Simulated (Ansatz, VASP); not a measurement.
**Au in VASP and in Ansatz**

The input POSCAR:

```
Au
1.0
   -1.6042563975      1.6042563975      1.6042563975
    1.6042563975     -1.6042563975      1.6042563975
    1.6042563975      1.6042563975     -1.6042563975
Au
1
Direct
    0.0000000000      0.0000000000      0.0000000000
```

Contents of INCAR.step1:

```
SYSTEM = Au
ALGO     = Normal         ! electronic algorithm
EDIFF    = 1E-4           ! SCF threshold, eV
ENCUT    = 520            ! plane-wave cutoff, eV
GGA      = PE             ! functional
ISMEAR   = 0              ! smearing method
LASPH    = .TRUE.         ! aspherical terms in the spheres
LCHARG   = .FALSE.        ! write CHGCAR
LREAL    = .FALSE.        ! projectors in reciprocal space
LWAVE    = .TRUE.         ! write WAVECAR
NBANDS   = 12             ! bands
NELM     = 60             ! most SCF steps
PREC     = Accurate       ! precision mode
SIGMA    = 0.1            ! smearing width, eV
```

The input INCAR.step2:

```
SYSTEM = Au
ALGO     = Normal         ! electronic algorithm
EDIFF    = 1E-6           ! SCF threshold, eV
ENCUT    = 520            ! plane-wave cutoff, eV
ISIF     = 2              ! what is computed and relaxed
ISMEAR   = 0              ! smearing method
ISTART   = 1            
LASPH    = .TRUE.         ! aspherical terms in the spheres
LCHARG   = .TRUE.         ! write CHGCAR
LELF     = .TRUE.         ! ELF
LMIXTAU  = .TRUE.       
LREAL    = .FALSE.        ! projectors in reciprocal space
LVHAR    = .TRUE.       
LWAVE    = .FALSE.        ! write WAVECAR
METAGGA  = R2SCAN         ! meta-GGA
NBANDS   = 12             ! bands
NELM     = 60             ! most SCF steps
PREC     = Accurate       ! precision mode
SIGMA    = 0.1            ! smearing width, eV
```

Contents of KPOINTS:

```
k-points
0
G
  18 18 18
  0 0 0
```

Input for Ansatz:

```yaml
crystal:
  lattice:
    - [-1.6042563975, 1.6042563975, 1.6042563975]
    - [1.6042563975, -1.6042563975, 1.6042563975]
    - [1.6042563975, 1.6042563975, -1.6042563975]
  atoms:
    - { symbol: Au, position: [0.0, 0.0, 0.0] }
basis:
  ecutwfc: 500
kpoints:
  mp_grid: { grid: [18, 18, 18] }
hamiltonian:
  xc: r2scan
scf:
  occupations: { method: gaussian, width: 0.1 }
output:
  forces: true
  stress: true
  eigenvalues: true
```

Alike in both runs: task single point; functional r2SCAN; k mesh 18 × 18 × 18; occupations gaussian, width 0.1 eV; no spin polarisation.

|  | VASP | Ansatz |
| --- | --- | --- |
| version | VASP 6.6.1 | Ansatz 0.2.0 |
| potentials or method | VASP PAW PBE potentials, release 64 (Au), cutoff 520 eV | scalar-relativistic, plane waves, PAW |
| valence electrons in the cell | 11 | 19 |

```csv
,VASP,Ansatz,Ansatz less VASP
gap on the k mesh at the Fermi level (eV),none,none,-
pressure (GPa),11.8,11.4,-0.43
```

VASP's potentials were made for PBE, not for r2SCAN. A gap of «none» marks a metal or a gap that the smearing closes. The functional is the same, so the differences come from potentials, cutoffs and numerics. VASP's potentials hold 11 valence electrons a cell and Ansatz's 19, so a difference there can come from the potentials and not from the codes.

Neither program's run includes spin-orbit coupling.
